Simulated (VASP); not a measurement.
A run of VASP 6.6.1 is set up as follows.

The input INCAR:

```
SYSTEM = Ga2SnSe4
PREC = Accurate
ENCUT = 600
EDIFF = 1E-7
ISMEAR = 0
SIGMA = 0.02
LREAL = .False.
LASPH = .True.
NELM = 60
ALGO = Normal
ISIF = 4
LWAVE = .False.
LCHARG = .False.
GGA = PE
IBRION = 2
NSW = 50
EDIFFG = -0.01
```

Contents of KPOINTS:

```
Automatic mesh
0
Gamma
  6 6 6
  0 0 0
```

Contents of POSCAR:

```
Ga2SnSe4
1.0
   -3.8380480264      3.8380480264      3.1555408149
    3.8380480264     -3.8380480264      3.1555408149
    3.8380480264      3.8380480264     -3.1555408149
Ga Sn Se
2 1 4
Direct
    0.5122161976      0.0122161976      0.5000000000
    0.0122161976      0.5122161976      0.5000000000
    0.9258904306      0.9258904306      0.0000000000
    0.4399381379      0.5992644817      0.5134504776
    0.0858140040      0.9264876603      0.4865495224
    0.9264876603      0.4399381379      0.8406736563
    0.5992644817      0.0858140040      0.1593263437
```

Potentials or basis: VASP PAW PBE potentials, release 64 (Ga_d, Sn_d, Se).

The run is started by

```bash
$ cat potpaw_PBE.64/Ga_d/POTCAR potpaw_PBE.64/Sn_d/POTCAR potpaw_PBE.64/Se/POTCAR > POTCAR
$ mpirun -np 1 vasp_std > vasp.out
```

(1) Predict the band gap on the k mesh.

## Answers

(1) 1.71 eV, indirect (least direct gap 1.79 eV).

Caveat: spin-orbit coupling is left out, which moves the levels of the heavy elements.
